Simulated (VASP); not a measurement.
# Mo (Im-3m) in VASP: density of states with PBEsol

Aim: the density of states of Mo with PBEsol.

Everything below comes from runs of VASP 6.6.1. Logs are shortened: lines on timing, memory, paths and dates and some standing lists are left out, and cuts for length are marked.

## Step 1: The cell of the first run

It takes space group Im-3m (No. 229, cubic). Conventional cell: a = 3.147 Å, b = 3.147 Å, c = 3.147 Å, α = 90.00°, β = 90.00°, γ = 90.00°. Mo (site symmetry m-3m) has 14 Mo at 2.73 to 3.15 Å within 3.6 Å.

## Step 2: Density of states, PBEsol

File POSCAR:

```
Mo
1.0
   -1.5734150000      1.5734150000      1.5734150000
    1.5734150000     -1.5734150000      1.5734150000
    1.5734150000      1.5734150000     -1.5734150000
Mo
1
Direct
    0.0000000000      0.0000000000      0.0000000000
```

File INCAR.step1:

```
ALGO = Normal ; EDIFF = 1E-6
ENCUT = 520 ; GGA = PS
ISIF = 2 ; ISMEAR = 1
LASPH = T ; LCHARG = T
LMAXMIX = 4 ; LREAL = F
LWAVE = F ; NBANDS = 13
NELM = 60 ; PREC = Accurate
SIGMA = 0.1
```

File KPOINTS.step1:

```
k-points
0
Gamma
  13 13 13
```

File INCAR.step2:

```
ALGO = Normal ; EDIFF = 1E-6
ENCUT = 520 ; GGA = PS
ICHARG = 11 ; ISIF = 2
ISMEAR = -5 ; LASPH = T
LCHARG = F ; LMAXMIX = 4
LORBIT = 11 ; LREAL = F
LWAVE = F ; NBANDS = 13
NEDOS = 2001 ; NELM = 60
PREC = Accurate ; SIGMA = 0.1
```

File KPOINTS.step2:

```
k-points
0
Gamma
  20 20 20
```

Potentials or basis: VASP PAW PBE potentials, release 64 (Mo_sv).

Command:

```console
cat potpaw_PBE.64/Mo_sv/POTCAR > POTCAR
cp INCAR.step1 INCAR
cp KPOINTS.step1 KPOINTS
mpirun -np 1 vasp_std > vasp.out
cp INCAR.step2 INCAR
cp KPOINTS.step2 KPOINTS
mpirun -np 1 vasp_std > vasp.out
```

OUTCAR:

```text
EDIFF = 1E-6
   ENCUT = 520
   GGA = PS
   ICHARG = 11
   ISIF = 2
   ISMEAR = -5
   LASPH = T
   LORBIT = 11
   LREAL = F
   NELM = 60
   PREC = Accurate

 ion  position               nearest neighbor table
   1  0.000  0.000  0.000-

  LATTYP: Found a body centered cubic cell.
 ALAT       =     3.1468300000

  Lattice vectors:

 A1 = (  -1.5734150000,   1.5734150000,   1.5734150000)
 A2 = (   1.5734150000,  -1.5734150000,   1.5734150000)
 A3 = (   1.5734150000,   1.5734150000,  -1.5734150000)

Analysis of symmetry for initial positions (statically):
=====================================================================
 Subroutine PRICEL returns:
 Original cell was already a primitive cell.

 Routine SETGRP: Setting up the symmetry group for a
 body centered cubic supercell.

 Subroutine GETGRP returns: Found 48 space group operations
[... 9 lines left out ...]

 Routine SETGRP: Setting up the symmetry group for a
 body centered cubic supercell.

 Subroutine GETGRP returns: Found 48 space group operations
[... 11 lines left out ...]
                                     Primitive cell

  volume of cell :      15.5808

  direct lattice vectors                    reciprocal lattice vectors
    -1.573415000  1.573415000  1.573415000     0.000000000  0.317780115  0.317780115
     1.573415000 -1.573415000  1.573415000     0.317780115  0.000000000  0.317780115
     1.573415000  1.573415000 -1.573415000     0.317780115  0.317780115  0.000000000

  length of vectors
     2.725234721  2.725234721  2.725234721     0.449408949  0.449408949  0.449408949

  position of ions in fractional coordinates (direct lattice)
     0.000000000  0.000000000  0.000000000

  ion indices of the primitive-cell ions
   primitive index   ion index
                 1           1

----------------------------------------------------------------------------------------

 KPOINTS: k-points

Automatic generation of k-mesh.
 Grid dimensions read from file:
 generate k-points for:   20   20   20

 Generating k-lattice:

  Cartesian coordinates                     Fractional coordinates (reciprocal lattice)
     0.000000000  0.015889006  0.015889006     0.050000000  0.000000000  0.000000000
     0.015889006  0.000000000  0.015889006     0.000000000  0.050000000  0.000000000
     0.015889006  0.015889006  0.000000000     0.000000000  0.000000000  0.050000000

  Length of vectors
     0.022470447  0.022470447  0.022470447

  Shift w.r.t. Gamma in fractional coordinates (k-lattice)
     0.000000000  0.000000000  0.000000000

 TETIRR: Found   9408 inequivalent tetrahedra from    48000

 Subroutine IBZKPT returns following result:
 ===========================================

 Found    256 irreducible k-points:

 Following reciprocal coordinates:
            Coordinates               Weight
  0.000000  0.000000  0.000000      1.000000
  0.050000  0.000000  0.000000     12.000000
  0.100000  0.000000  0.000000     12.000000
  0.150000  0.000000  0.000000     12.000000
  0.200000  0.000000  0.000000     12.000000
  0.250000  0.000000  0.000000     12.000000
[... 16 lines left out ...]
  0.200000  0.100000  0.000000     48.000000
  0.250000  0.100000  0.000000     48.000000
 [... further k-points ...]
   k-points           NKPTS =    256   k-points in BZ     NKDIM =    256   number of bands    NBANDS=     13
   number of dos      NEDOS =   2001   number of ions     NIONS =      1
   total plane-waves  NPLWV =   8000
   dimension x,y,z NGX =    20 NGY =   20 NGZ =   20
   dimension x,y,z NGXF=    40 NGYF=   40 NGZF=   40
   ions per type =               1
   NGX,Y,Z   is equivalent  to a cutoff of  12.20, 12.20, 12.20 a.u.
   NGXF,Y,Z  is equivalent  to a cutoff of  24.40, 24.40, 24.40 a.u.
 SYSTEM =  unknown system
   PREC   = accura    normal or accurate (medium, high low for compatibility)
   ISTART =      0    job   : 0-new  1-cont  2-samecut
   ICHARG =     11    charge: 1-file 2-atom 10-const
   ISPIN  =      1    spin polarized calculation?
   LNONCOLLINEAR =      F non collinear calculations
   LSORBIT =      F    spin-orbit coupling
   LASPH  =      T    aspherical Exc in radial PAW
   ENCUT  =  520.0 eV  38.22 Ry    6.18 a.u.   5.07  5.07  5.07*2*pi/ulx,y,z
   NELM   =     60;   NELMIN=  2; NELMDL=  0     # of ELM steps
   EDIFF  = 0.1E-05   stopping-criterion for ELM
   LREAL  =      F    real-space projection
   EDIFFG = 0.1E-04   stopping-criterion for IOM
   NSW    =      0    number of steps for IOM
   IBRION =     -1    ionic relax: 0-MD 1-quasi-New 2-CG
   NFREE  =      0    steps in history (QN), initial steepest desc. (CG)
   ISIF   =      2    stress and relaxation
   ISYM   =      2    0-nonsym 1-usesym 2-fastsym
   POTIM  = 0.5000    time-step for ionic-motion
   TEBEG  =    0.0;   TEEND  =   0.0 temperature during run
   PSTRESS=    0.0 pullay stress
   NELECT =      14.0000    total number of electrons
   NUPDOWN=      -1.0000    fix difference up-down
   EMIN   =  10.00;   EMAX   =-10.00  energy-range for DOS
   EFERMI =   0.00;   METHOD = LEGACY
   ISMEAR =    -5;   SIGMA  =   0.10  broadening in eV -4-tet -1-fermi 0-gaus
   EFERMI_NEDOS =   21; number of points for ismear=-14 and -15
   IALGO  =     38    algorithm
   IMIX   =      4    mixing-type and parameters
     AMIX     =   0.40;   BMIX     =  1.00
     AMIX_MAG =   1.60;   BMIX_MAG =  1.00
  volume/ion in A,a.u.               =      15.58       105.14
  Fermi-wavevector in a.u.,A,eV,Ry     =   1.579747  2.985289 33.954710  2.495601
  Thomas-Fermi vector in A             =   2.680079
   LORBIT       =     11    0 simple, 1 ext, 2 COOP (PROOUT), +10 PAW based schemes
   GGA     = PS    functional components
   LHFCALC =     F    Hartree Fock is set to
   AEXX    =    0.0000 exact exchange contribution
   IVDW    =     0    specifies the selected vdW correction
   LEPSILON=     F    determine dielectric tensor
   LRPA    =     F    only Hartree local field effects (RPA)
 non-spin polarized calculation
 Fermi weights with tetrahedron method with Bloechl corrections
  energy-cutoff  :      520.00
  volume of cell :       15.58
 maximum number of plane-waves:       431

 number of electron      14.0000001 magnetization

 Free energy of the ion-electron system (eV)
  ---------------------------------------------------
  ext. energy  EPLUGINS =         0.00000000
  ---------------------------------------------------
  free energy    TOTEN  =       -11.77542809 eV

  energy without entropy =      -11.77542809  energy(sigma->0) =      -11.77542809

 E-fermi :  12.5348     XC(G=0): -13.5465

 val. band max:       12.6085231209   @ k =  -0.3000   0.3000   0.3000
 cond. band min:      12.3873080759   @ k =  -0.1500   0.2000   0.1000
 fundamental gap:     -0.2212150450
 Fermi energy:        12.5347973712

 k-point     1 :       0.0000    0.0000    0.0000
  band No.  band energies     occupation
      1     -48.6722      2.00000
      2     -21.9521      2.00000
      3     -21.9521      2.00000
      4     -21.9521      2.00000
      5       5.2209      2.00000
      6      11.1455      2.00000
      7      11.1455      2.00000
      8      11.1455      2.00000
      9      14.1741      0.00000
     10      14.1741      0.00000
     11      27.3301      0.00000
     12      27.3301      0.00000
     13      27.3301      0.00000

 k-point     2 :       0.0500    0.0000    0.0000
  band No.  band energies     occupation
      1     -48.6657      2.00000
      2     -21.9896      2.00000
      3     -21.9636      2.00000
      4     -21.9524      2.00000
      5       5.3331      2.00000
      6      11.0818      2.00000
      7      11.1357      2.00000
      8      11.2505      2.00000
      9      14.0778      0.00000
     10      14.1756      0.00000
     11      27.4161      0.00000
     12      27.5189      0.00000
     13      27.5572      0.00000

 k-point     3 :       0.1000    0.0000    0.0000
  band No.  band energies     occupation
      1     -48.6469      2.00000
      2     -22.0975      2.00000
      3     -21.9969      2.00000
      4     -21.9532      2.00000
      5       5.6563      2.00000
      6      10.9022      2.00000
      7      11.0935      2.00000
      8      11.5616      2.00000
      9      13.8523      0.00000
     10      14.1834      0.00000
     11      27.6333      0.00000
     12      28.0719      0.00000
     13      28.1453      0.00000

 k-point     4 :       0.1500    0.0000    0.0000
  band No.  band energies     occupation
      1     -48.6175      2.00000
      2     -22.2631      2.00000
      3     -22.0485      2.00000
      4     -21.9545      2.00000
      5       6.1471      2.00000
      6      10.6370      2.00000
      7      10.9994      2.00000
      8      12.0685      2.09724
      9      13.6422      0.00000
     10      14.2067      0.00000
     11      27.8421      0.00000
     12      28.8197      0.00000
     13      28.9542      0.00000

 k-point     5 :       0.2000    0.0000    0.0000
  band No.  band energies     occupation
      1     -48.5802      2.00000
      2     -22.4678      2.00000
      3     -22.1128      2.00000
      4     -21.9562      2.00000
      5       6.7155      2.00000
      6      10.3246      2.00000
      7      10.8922      2.00000
      8      12.7526      0.13575
      9      13.5670      0.00000
     10      14.2555      0.00000
     11      27.7965      0.00000
     12      29.1388      0.00000
     13      30.1177      0.00000

 k-point     6 :       0.2500    0.0000    0.0000
  band No.  band energies     occupation
      1     -48.5385      2.00000
      2     -22.6900      2.00000
      3     -22.1833      2.00000
      4     -21.9580      2.00000
      5       7.2030      2.00000
      6      10.0022      2.00000
      7      10.9361      2.00000
      8      13.5851     -0.00034
      9      13.6471      0.00000
     10      14.3367      0.00000
     11      27.3256      0.00000
     12      28.7408      0.00000
     13      31.5090      0.00000

 k-point     7 :       0.3000    0.0000    0.0000
  band No.  band energies     occupation
      1     -48.4966      2.00000
      2     -22.9074      2.00000
      3     -22.2529      2.00000
      4     -21.9600      2.00000
      5       7.4381      2.00000
      6       9.7012      2.00000
      7      11.3304      2.00000
      8      13.8321      0.00000
      9      14.4490      0.00000
     10      14.5222      0.00000
     11      26.5607      0.00000
     12      27.7542      0.00000
     13      33.0685      0.00000
[... 193 lines left out ...]
 k-point    20 :       0.4500    0.0500    0.0000
  band No.  band energies     occupation
      1     -48.4016      2.00000
      2     -23.3591      2.00000
      3     -22.4135      2.00000
      4     -21.9789      2.00000
      5       7.2336      2.00000
      6       9.1257      2.00000
      7      13.5847     -0.06861
      8      14.1972      0.00000
      9      15.1047      0.00000
     10      17.4632      0.00000
     11      24.2004      0.00000
     12      24.6515      0.00000
     13      29.7793      0.00000

 k-point    21 :       0.1000    0.1000    0.0000
  band No.  band energies     occupation
      1     -48.6009      2.00000
      2     -22.3517      2.00000
      3     -22.0480      2.00000
      4     -21.9881      2.00000
      5       6.4313      2.00000
      6      10.6163      2.00000
      7      10.7365      2.00000
      8      12.4628      1.29511
      9      13.4488     -0.00068
     10      14.3322      0.00000
     11      28.2043      0.00000
     12      28.8907      0.00000
     13      29.2329      0.00000

 k-point    22 :       0.1500    0.1000   -0.0000
  band No.  band energies     occupation
      1     -48.5653      2.00000
      2     -22.5345      2.00000
      3     -22.1105      2.00000
      4     -21.9993      2.00000
      5       6.9908      2.00000
      6      10.3453      2.00000
      7      10.5569      2.00000
      8      13.1976     -0.13507
      9      13.3475     -0.00063
     10      14.4560      0.00000
     11      28.2930      0.00000
     12      28.9546      0.00000
     13      29.9282      0.00000

 k-point    23 :       0.2000    0.1000    0.0000
  band No.  band energies     occupation
      1     -48.5256      2.00000
      2     -22.7304      2.00000
      3     -22.1888      2.00000
      4     -22.0051      2.00000
      5       7.4937      2.00000
      6      10.0301      2.00000
      7      10.5383      2.00000
      8      13.3791     -0.00285
      9      14.1003      0.00000
     10      14.5906      0.00000
     11      27.6882      0.00000
     12      28.6449      0.00000
     13      30.8906      0.00000

 k-point    24 :       0.2500    0.1000    0.0000
  band No.  band energies     occupation
      1     -48.4857      2.00000
      2     -22.9211      2.00000
      3     -22.2695      2.00000
      4     -22.0092      2.00000
      5       7.7490      2.00000
      6       9.7412      2.00000
      7      10.8373      2.00000
      8      13.5598      0.00000
      9      14.6832      0.00000
     10      15.1326      0.00000
     11      26.7888      0.00000
     12      27.8344      0.00000
     13      32.0519      0.00000

 [... further k-points ...]
[... 5 lines left out ...]
  --------------------------------------------------------------------------------------
  -------------------------------------------------------------------------------------
  Total       -0.4558993     -0.4558993     -0.4558993      0.0000000      0.0000000      0.0000000
  in kB      -46.8802168    -46.8802168    -46.8802168      0.0000000      0.0000000      0.0000000
  external PRESSURE =     -46.8802168 kB  Pullay stress =       0.0000000 kB

 VOLUME and BASIS-vectors are now :
 -----------------------------------------------------------------------------
  energy-cutoff  :      520.00
  volume of cell :       15.58
      direct lattice vectors                 reciprocal lattice vectors
    -1.573415000  1.573415000  1.573415000     0.000000000  0.317780115  0.317780115
     1.573415000 -1.573415000  1.573415000     0.317780115  0.000000000  0.317780115
     1.573415000  1.573415000 -1.573415000     0.317780115  0.317780115  0.000000000

 POSITION                                       TOTAL-FORCE (eV/Angst)
 -----------------------------------------------------------------------------------
      0.00000      0.00000      0.00000         0.000000     -0.000000     -0.000000
 -----------------------------------------------------------------------------------
    total drift:                                0.000000      0.000000     -0.000000

  FREE ENERGIE OF THE ION-ELECTRON SYSTEM (eV)
  ---------------------------------------------------
  free  energy   TOTEN  =       -11.7754280950 eV

  energy  without entropy=      -11.7754280950  energy(sigma->0) =      -11.77542809

 total charge

# of ion       s       p       d       tot
------------------------------------------
    1        2.386   6.209   3.912  12.507
```

Wall time 31 s (1 thread of Intel Xeon Platinum 8259CL at 2.50GHz (Skylake/Cascade Lake), shared host); peak memory 0.18 GiB.

Results:

```
Valence electrons inside the program's atomic spheres : Mo 12.51
```

Levels at points of the mesh, in eV from the Fermi level:
```csv
k point,band 5,band 6,band 7,band 8,band 9,band 10
"(0.00, 0.00, 0.00)",-7.31,-1.39,-1.39,-1.39,1.64,1.64
"(0.50, 0.00, 0.00)",-5.39,-3.44,1.60,1.68,2.31,4.79
"(0.50, 0.50, 0.50)",-5.51,-5.51,4.01,4.01,4.01,9.03
```

Caveat: the PAW data sets were made with another functional, which shifts forces and pressure a little; tetrahedron occupations give inexact forces and stress in metals.
